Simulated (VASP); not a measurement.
Wanted: the native input for a VASP 6.6.1 run.

* Task: single point
* Functional: LDA
* Potentials or basis: VASP PAW LDA potentials, release 64 (K_sv, Cl)
* Cutoff: 520 eV
* k mesh: 7 × 7 × 7
* Occupations: fermi-dirac, width 0.1 eV
* Spin: no spin polarisation
* Dipole correction: no
* k mesh for the DOS: 11 × 11 × 11
* Occupations for the DOS: tetrahedron
* Further INCAR settings: ALGO = Normal; EDIFF = 1e-07

Crystal: KCl.

```
CELL_PARAMETERS angstrom
0.00000 3.18947 3.18947
3.18947 0.00000 3.18947
3.18947 3.18947 0.00000
ATOMIC_POSITIONS crystal
K 0.00000 0.00000 0.00000
Cl 0.50000 0.50000 0.50000
```

The input as run:

POSCAR

```
KCl
1.0
    0.0000000000      3.1894660000      3.1894660000
    3.1894660000      0.0000000000      3.1894660000
    3.1894660000      3.1894660000      0.0000000000
K Cl
1 1
Direct
    0.0000000000      0.0000000000      0.0000000000
    0.5000000000      0.5000000000      0.5000000000
```

INCAR.step1

```
ALGO     = Normal         # electronic algorithm
EDIFF    = 1E-7           # SCF threshold, eV
ENCUT    = 520            # plane-wave cutoff, eV
ISIF     = 2              # what is computed and relaxed
ISMEAR   = -1             # smearing method
LASPH    = T              # aspherical terms in the spheres
LCHARG   = T              # write CHGCAR
LREAL    = F              # projectors in reciprocal space
LWAVE    = F              # write WAVECAR
NBANDS   = 15             # bands
NELM     = 100            # most SCF steps
PREC     = Accurate       # precision mode
SIGMA    = 0.1            # smearing width, eV
```

KPOINTS.step1

```
k-points
0
Gamma
  7 7 7
```

INCAR.step2

```
ALGO     = Normal         # electronic algorithm
EDIFF    = 1E-7           # SCF threshold, eV
ENCUT    = 520            # plane-wave cutoff, eV
ICHARG   = 11             # starting density
ISIF     = 2              # what is computed and relaxed
ISMEAR   = -5             # smearing method
LASPH    = T              # aspherical terms in the spheres
LCHARG   = F              # write CHGCAR
LORBIT   = 10             # projections on sites
LREAL    = F              # projectors in reciprocal space
LWAVE    = F              # write WAVECAR
NEDOS    = 1001           # points of the DOS
NELM     = 100            # most SCF steps
PREC     = Accurate       # precision mode
SIGMA    = 0.1            # smearing width, eV
```

KPOINTS.step2

```
k-points
0
Gamma
  11 11 11
```

Potentials or basis: VASP PAW LDA potentials, release 64 (K_sv, Cl).

Command:

```bash
$ cat potpaw_LDA.64/K_sv/POTCAR potpaw_LDA.64/Cl/POTCAR > POTCAR
$ cp INCAR.step1 INCAR
$ cp KPOINTS.step1 KPOINTS
$ mpirun -np 1 vasp_std > vasp.out
$ cp INCAR.step2 INCAR
$ cp KPOINTS.step2 KPOINTS
$ mpirun -np 1 vasp_std > vasp.out
```

Results of the run:

```yaml
Valence_electrons_inside_the_program's_atomic_spheres: K 7.54; Cl 5.11
```

It took 83 s on 1 thread of Intel Xeon 8259CL (shared host), peak memory 0.18 GiB.
